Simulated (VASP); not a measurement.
# H (P6_3/mmc) in VASP: notebook, part 3 of 3

VASP 6.6.1. The steps go on from the part before.

### 6 Single point, PBEsol

INCAR

```
SYSTEM = H
PREC = Accurate
ENCUT = 520
EDIFF = 1E-7
ISMEAR = 0
SIGMA = 0.02
LREAL = .FALSE.
LASPH = .TRUE.
NELM = 100
ALGO = Normal
ISIF = 2
LWAVE = .FALSE.
LCHARG = .FALSE.
GGA = PS
NBANDS = 10
```

KPOINTS

```
Automatic mesh
0
G
  9 9 6
  0 0 0
```

POSCAR

```
H
1.0
    3.8390300207      0.0000000000      0.0000000000
   -1.9195150104      3.3246975238      0.0000000000
    0.0000000000      0.0000000000      5.0422718584
H
4
Direct
    0.3333333333      0.6666666667      0.1747277462
    0.6666666667      0.3333333333      0.6747277462
    0.6666666667      0.3333333333      0.8252722538
    0.3333333333      0.6666666667      0.3252722538
```

Potentials or basis: VASP PAW PBE potentials, release 64 (H).

Started as:

```sh
> cat potpaw_PBE.64/H/POTCAR > POTCAR
> mpirun -np 1 vasp_std > vasp.out
```

OUTCAR:

```text
SYSTEM = H
   PREC = Accurate
   ENCUT = 520
   EDIFF = 1E-7
   ISMEAR = 0
   LREAL = .FALSE.
   LASPH = .TRUE.
   NELM = 100
   ISIF = 2
   GGA = PS

 ion  position               nearest neighbor table
   1  0.333  0.667  0.175-   4 0.76
   2  0.667  0.333  0.675-   3 0.76
   3  0.667  0.333  0.825-   2 0.76
   4  0.333  0.667  0.325-   1 0.76

  LATTYP: Found a hexagonal cell.
 ALAT       =     3.8390300207
 C/A-ratio  =     1.3134233989

  Lattice vectors:

 A1 = (   3.8390300207,   0.0000000000,   0.0000000000)
 A2 = (  -1.9195150104,   3.3246975238,   0.0000000000)
 A3 = (   0.0000000000,   0.0000000000,   5.0422718584)

Analysis of symmetry for initial positions (statically):
=====================================================================
 Subroutine PRICEL returns:
 Original cell was already a primitive cell.

 Routine SETGRP: Setting up the symmetry group for a
 hexagonal supercell.

 Subroutine GETGRP returns: Found 24 space group operations
 (whereof 12 operations were pure point group operations)
 out of a pool of 24 trial point group operations.

The static configuration has the point symmetry D_3d.
 The point group associated with its full space group is D_6h.

Analysis of symmetry for dynamics (positions and initial velocities):
=====================================================================
 Subroutine PRICEL returns:
 Original cell was already a primitive cell.

 Routine SETGRP: Setting up the symmetry group for a
 hexagonal supercell.

 Subroutine GETGRP returns: Found 24 space group operations
 (whereof 12 operations were pure point group operations)
 out of a pool of 24 trial point group operations.

The dynamic configuration has the point symmetry D_3d.
 The point group associated with its full space group is D_6h.

 Subroutine INISYM returns: Found 24 space group operations
 (whereof 12 operations are pure point group operations),
 and found     1 'primitive' translations

----------------------------------------------------------------------------------------

                                     Primitive cell

  volume of cell :      64.3576

  direct lattice vectors                    reciprocal lattice vectors
     3.839030021  0.000000000  0.000000000     0.260482464  0.150389621  0.000000000
    -1.919515010  3.324697524  0.000000000     0.000000000  0.300779242  0.000000000
     0.000000000  0.000000000  5.042271858     0.000000000  0.000000000  0.198323301

  length of vectors
     3.839030021  3.839030021  5.042271858     0.300779242  0.300779242  0.198323301

  position of ions in fractional coordinates (direct lattice)
     0.333333333  0.666666667  0.174727746
     0.666666667  0.333333333  0.674727746
     0.666666667  0.333333333  0.825272254
     0.333333333  0.666666667  0.325272254

  ion indices of the primitive-cell ions
   primitive index   ion index
                 1           1
                 2           2
                 3           3
                 4           4

----------------------------------------------------------------------------------------
[... 49 lines left out ...]
  0.333333  0.222222  0.166667     24.000000
  0.333333  0.333333  0.166667      4.000000
 [... further k-points ...]
   k-points           NKPTS =     48   k-points in BZ     NKDIM =     48   number of bands    NBANDS=     10
   number of dos      NEDOS =    301   number of ions     NIONS =      4
   total plane-waves  NPLWV =  36000
   dimension x,y,z NGX =    30 NGY =   30 NGZ =   40
   dimension x,y,z NGXF=    60 NGYF=   60 NGZF=   80
   ions per type =               4
   NGX,Y,Z   is equivalent  to a cutoff of  12.99, 12.99, 13.19 a.u.
   NGXF,Y,Z  is equivalent  to a cutoff of  25.98, 25.98, 26.38 a.u.
 SYSTEM =  H
   PREC   = accura    normal or accurate (medium, high low for compatibility)
   ISTART =      0    job   : 0-new  1-cont  2-samecut
   ICHARG =      2    charge: 1-file 2-atom 10-const
   ISPIN  =      1    spin polarized calculation?
   LNONCOLLINEAR =      F non collinear calculations
   LSORBIT =      F    spin-orbit coupling
   LASPH  =      T    aspherical Exc in radial PAW
   ENCUT  =  520.0 eV  38.22 Ry    6.18 a.u.   7.14  7.14  9.38*2*pi/ulx,y,z
   NELM   =    100;   NELMIN=  2; NELMDL= -5     # of ELM steps
   EDIFF  = 0.1E-06   stopping-criterion for ELM
   LREAL  =      F    real-space projection
   EDIFFG = 0.1E-05   stopping-criterion for IOM
   NSW    =      0    number of steps for IOM
   IBRION =     -1    ionic relax: 0-MD 1-quasi-New 2-CG
   NFREE  =      0    steps in history (QN), initial steepest desc. (CG)
   ISIF   =      2    stress and relaxation
   ISYM   =      2    0-nonsym 1-usesym 2-fastsym
   POTIM  = 0.5000    time-step for ionic-motion
   TEBEG  =    0.0;   TEEND  =   0.0 temperature during run
   PSTRESS=    0.0 pullay stress
   NELECT =       4.0000    total number of electrons
   NUPDOWN=      -1.0000    fix difference up-down
   EMIN   =  10.00;   EMAX   =-10.00  energy-range for DOS
   EFERMI =   0.00;   METHOD = LEGACY
   ISMEAR =     0;   SIGMA  =   0.02  broadening in eV -4-tet -1-fermi 0-gaus
   EFERMI_NEDOS =   21; number of points for ismear=-14 and -15
   IALGO  =     38    algorithm
   IMIX   =      4    mixing-type and parameters
     AMIX     =   0.40;   BMIX     =  1.00
     AMIX_MAG =   1.60;   BMIX_MAG =  1.00
  volume/ion in A,a.u.               =      16.09       108.58
  Fermi-wavevector in a.u.,A,eV,Ry     =   0.648477  1.225445  5.721562  0.420523
  Thomas-Fermi vector in A             =   1.717123
   LORBIT       =      0    0 simple, 1 ext, 2 COOP (PROOUT), +10 PAW based schemes
   GGA     = PS    functional components
   LHFCALC =     F    Hartree Fock is set to
   AEXX    =    0.0000 exact exchange contribution
   IVDW    =     0    specifies the selected vdW correction
   LEPSILON=     F    determine dielectric tensor
   LRPA    =     F    only Hartree local field effects (RPA)
 non-spin polarized calculation
 Gauss-broadening in eV      SIGMA  =   0.02
  energy-cutoff  :      520.00
  volume of cell :       64.36
 maximum number of plane-waves:      1773
 NGX is ok and might be reduce to    30
   NGX = 15   NGY = 15   NGZ = 19

 number of electron       4.0000004 magnetization

 Free energy of the ion-electron system (eV)
  ---------------------------------------------------
  ext. energy  EPLUGINS =         0.00000000
  ---------------------------------------------------
  free energy    TOTEN  =       -13.05330414 eV

  energy without entropy =      -13.05330414  energy(sigma->0) =      -13.05330414

 E-fermi :  -8.5474     XC(G=0):  -4.5105

 val. band max:       -8.6526542357   @ k =   0.0000   0.0000   0.0000
 cond. band min:       0.4602058921   @ k =   0.0000   0.0000   0.0000
 fundamental gap:      9.1128601278
 Fermi energy:        -8.5473633810

 k-point     1 :       0.0000    0.0000    0.0000
  band No.  band energies     occupation
      1     -10.1200      2.00000
      2      -8.6527      2.00000
      3       0.4602      0.00000
      4       3.2916      0.00000
      5       6.2473      0.00000
      6       7.6378      0.00000
      7       8.3545      0.00000
      8       8.3545      0.00000
      9       9.7896      0.00000
     10       9.7896      0.00000
[... 287 lines left out ...]
 k-point    24 :       0.3333    0.3333    0.1667
  band No.  band energies     occupation
      1      -9.0692      2.00000
      2      -9.0692      2.00000
      3       1.8875      0.00000
      4       2.4449      0.00000
      5       2.4449      0.00000
      6       5.1904      0.00000
      7       5.1904      0.00000
      8       5.7664      0.00000
      9       9.8019      0.00000
     10      12.8374      0.00000

 [... further k-points ...]

------------------------ aborting loop because EDIFF is reached ----------------------------------------

  FORCE on cell =-STRESS in cart. coord.  units (eV):
  Direction    XX          YY          ZZ          XY          YZ          ZX
  --------------------------------------------------------------------------------------
  -------------------------------------------------------------------------------------
  Total       -0.0522474     -0.0522474     -0.0625431      0.0000000      0.0000000      0.0000000
  in kB       -1.3006935     -1.3006935     -1.5570063      0.0000000      0.0000000      0.0000000
  external PRESSURE =      -1.3861311 kB  Pullay stress =       0.0000000 kB

 VOLUME and BASIS-vectors are now :
 -----------------------------------------------------------------------------
  energy-cutoff  :      520.00
  volume of cell :       64.36
      direct lattice vectors                 reciprocal lattice vectors
     3.839030021  0.000000000  0.000000000     0.260482464  0.150389621  0.000000000
    -1.919515010  3.324697524  0.000000000     0.000000000  0.300779242  0.000000000
     0.000000000  0.000000000  5.042271858     0.000000000  0.000000000  0.198323301

 POSITION                                       TOTAL-FORCE (eV/Angst)
 -----------------------------------------------------------------------------------
     -0.00000      2.21647      0.88102         0.000000      0.000000     -0.005795
      1.91952      1.10823      3.40216         0.000000     -0.000000     -0.005795
      1.91952      1.10823      4.16125         0.000000     -0.000000      0.005795
     -0.00000      2.21647      1.64011        -0.000000      0.000000      0.005795
 -----------------------------------------------------------------------------------
    total drift:                               -0.000000      0.000000     -0.000000

  FREE ENERGIE OF THE ION-ELECTRON SYSTEM (eV)
  ---------------------------------------------------
  free  energy   TOTEN  =       -13.0533041361 eV

  energy  without entropy=      -13.0533041361  energy(sigma->0) =      -13.05330414
```

OSZICAR:

```text
N       E                     dE             d eps       ncg     rms          rms(c)
DAV:   1    -0.490170358345E+01   -0.49017E+01   -0.15327E+03   960   0.280E+02
DAV:   2    -0.138210286730E+02   -0.89193E+01   -0.87940E+01  1286   0.494E+01
DAV:   3    -0.141255205690E+02   -0.30449E+00   -0.30433E+00  1136   0.886E+00
DAV:   4    -0.141264933789E+02   -0.97281E-03   -0.97279E-03  1054   0.596E-01
DAV:   5    -0.141264974911E+02   -0.41122E-05   -0.41123E-05  1060   0.395E-02    0.594E+00
DAV:   6    -0.133802885927E+02    0.74621E+00   -0.37392E-01  1034   0.218E+00    0.322E+00
DAV:   7    -0.130414586468E+02    0.33883E+00   -0.73471E-01  1044   0.317E+00    0.360E-01
DAV:   8    -0.130540434096E+02   -0.12585E-01   -0.12067E-02   996   0.441E-01    0.173E-01
DAV:   9    -0.130532603661E+02    0.78304E-03   -0.19489E-03  1044   0.190E-01    0.195E-02
DAV:  10    -0.130532924966E+02   -0.32130E-04   -0.50133E-05  1008   0.385E-02    0.135E-02
DAV:  11    -0.130533043199E+02   -0.11823E-04   -0.10007E-05  1074   0.175E-02    0.897E-04
DAV:  12    -0.130533040793E+02    0.24062E-06   -0.30896E-07  1032   0.338E-03    0.525E-04
DAV:  13    -0.130533041361E+02   -0.56809E-07   -0.82362E-08   990   0.196E-03
   1 F= -.13053304E+02 E0= -.13053304E+02  d E =-.275796E-16
```

stdout:

```text
POSCAR found type information on POSCAR H
 POSCAR found :  1 types and       4 ions
 scaLAPACK will be used
 -----------------------------------------------------------------------------
|                                                                             |
|                                                                             |
|     You enforced a specific xc type in the INCAR file but a different       |
|     I HOPE YOU KNOW WHAT YOU ARE DOING!                                     |
|                                                                             |
 -----------------------------------------------------------------------------

 LDA part: xc-table for (Slater+PW92), standard interpolation
 POSCAR, INCAR and KPOINTS ok, starting setup
 FFT: planning ... GRIDC
 FFT: planning ... GRID_SOFT
 FFT: planning ... GRID
 WAVECAR not read
 entering main loop
```

Wall time 13 s (1 thread of AMD EPYC 9R45 (Zen 5), shared host); peak memory 0.14 GiB.

What came out:

- Free energy: -13.0533 eV
- Pressure: -0.1 GPa
- Largest force: 0.006 eV/Å
- Band gap on the k mesh: 9.11 eV

Forces on the atoms (eV/Å):
```
H    0.000  0.000 -0.006
H    0.000  0.000 -0.006
H    0.000  0.000  0.006
H    0.000  0.000  0.006
```

Levels at points of the mesh, in eV from the valence-band top:
```csv
k point,band 1,band 2,band 3,band 4,band 5,band 6
"(0.00, 0.00, 0.00)",-1.47,0.00,9.11,11.94,14.90,16.29
"(0.00, 0.00, 0.50)",-0.80,-0.80,10.24,10.24,16.99,16.99
```

Caveat: this functional lacks dispersion, which holds the molecules together, so the pressure and a relaxed volume are unreliable; the PAW data sets were made with another functional, which shifts forces and pressure a little; an odd mesh through Γ misses points on the zone boundary, where band edges can lie.

### 7 Overview

```tsv
cell	k mesh	smearing	gap on the mesh (eV)	pressure (GPa)	largest force (eV/Å)
a = 3.839, b = 3.839, c = 5.042 Å, angles 90.0, 90.0, 120.0°, 4 atoms, atomic positions A	6 × 6 × 4	gaussian 0.1 eV	9.11	-0.1	0.01
a = 5.525, b = 5.525, c = 0.989 Å, angles 90.0, 90.0, 120.0°, 2 atoms, atomic positions B	6 × 6 × 22	gaussian 0.02 eV	none	-0.1	-
a = 5.170, b = 5.170, c = 3.850 Å, angles 90.0, 90.0, 120.0°, 2 atoms, atomic positions B	6 × 6 × 6	gaussian 0.1 eV	none	-1.7	-
a = 5.457, b = 5.457, c = 0.983 Å, angles 90.0, 90.0, 120.0°, 2 atoms, atomic positions B	12 × 12 × 14	gaussian 0.1 eV	none	-0.1	-
a = 3.839, b = 3.839, c = 5.042 Å, angles 90.0, 90.0, 120.0°, 4 atoms, atomic positions A	9 × 9 × 6	gaussian 0.02 eV	9.11	-0.1	0.01
```

Alike in all rows: task single point; level PBEsol; potentials or basis VASP PAW PBE potentials, release 64 (H); no spin polarisation; cutoff (eV) 520.

Caveats: some runs use coarse meshes; the PAW data sets were made with another functional, which shifts forces and pressure a little; this functional lacks dispersion, which holds the molecules together, so the pressure and a relaxed volume are unreliable (at least some runs); an odd mesh through Γ misses points on the zone boundary, where band edges can lie (at least some runs).

Absolute energies hang on the potentials; compare differences alone.
